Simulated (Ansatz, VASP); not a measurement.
## One calculation of NaCl, two programs

The input POSCAR:

```
NaCl
1.0
    0.0000000000      2.7940632177      2.7940632177
    2.7940632177      0.0000000000      2.7940632177
    2.7940632177      2.7940632177      0.0000000000
Cl Na
1 1
Direct
    0.5000000000      0.5000000000      0.5000000000
    0.0000000000      0.0000000000      0.0000000000
```

Contents of INCAR.step1:

```
SYSTEM = NaCl
PREC = Accurate
ENCUT = 520
EDIFF = 1E-5
ISMEAR = -1
SIGMA = 0.05
LREAL = .FALSE.
LASPH = .TRUE.
NELM = 100
ALGO = Normal
ISIF = 2
LWAVE = .TRUE.
LCHARG = .FALSE.
NBANDS = 14
GGA = PE
```

The input INCAR.step2:

```
SYSTEM = NaCl
PREC = Accurate
ENCUT = 520
EDIFF = 1E-7
ISMEAR = -1
SIGMA = 0.05
LREAL = .FALSE.
LASPH = .TRUE.
NELM = 100
ALGO = Normal
ISIF = 2
LWAVE = .FALSE.
LCHARG = .FALSE.
GGA = PE
LHFCALC = .TRUE.
HFSCREEN = 0.2079
PRECFOCK = Normal
NBANDS = 14
ISTART = 1
```

File KPOINTS:

```
Automatic mesh
0
G
  5 5 5
  0 0 0
```

The input input.yaml:

```yaml
crystal:
  lattice:
    - [0.0, 2.7940632177, 2.7940632177]
    - [2.7940632177, 0.0, 2.7940632177]
    - [2.7940632177, 2.7940632177, 0.0]
  atoms:
    - { symbol: Cl, position: [0.5, 0.5, 0.5] }
    - { symbol: Na, position: [0.0, 0.0, 0.0] }
hamiltonian:
  xc: hse06
  pseudopotentials: { kind: paw }
kpoints:
  mp_grid: { grid: [5, 5, 5] }
scf:
  occupations: { method: fermi_dirac, width: 0.05 }
  n_extra_bands: 6
output:
  forces: true
  stress: true
  eigenvalues: true
  dos: { projected: true, de: 0.05 }
```

Alike in both runs: functional HSE06; k mesh 5 × 5 × 5; occupations fermi-dirac, width 0.05 eV; no spin polarisation.

```csv
,VASP,Ansatz
version,VASP 6.6.1,Ansatz 0.2.0
potentials or method,"VASP PAW PBE potentials, release 64 (Cl, Na_pv)",Ansatz PAW
plane-wave cutoff (eV),520,420
valence electrons in the cell,14,16
task,single point,projected density of states
```

|  | VASP | Ansatz | Ansatz less VASP |
| --- | --- | --- | --- |
| gap on the k mesh at the Fermi level (eV) | 6.59 | 6.60 | +0.009 |
| least direct gap on the mesh (eV) | 6.59 | 6.60 | +0.009 |
| pressure (GPa) | 1.0 | 0.9 | -0.02 |

VASP's potentials hold 14 valence electrons a cell and Ansatz's 16, so a difference there can come from the potentials and not from the codes.

Noted on Ansatz's run: odd divisions of the mesh miss points on the zone boundary, where band edges often lie, so the gap on the mesh can be too wide.
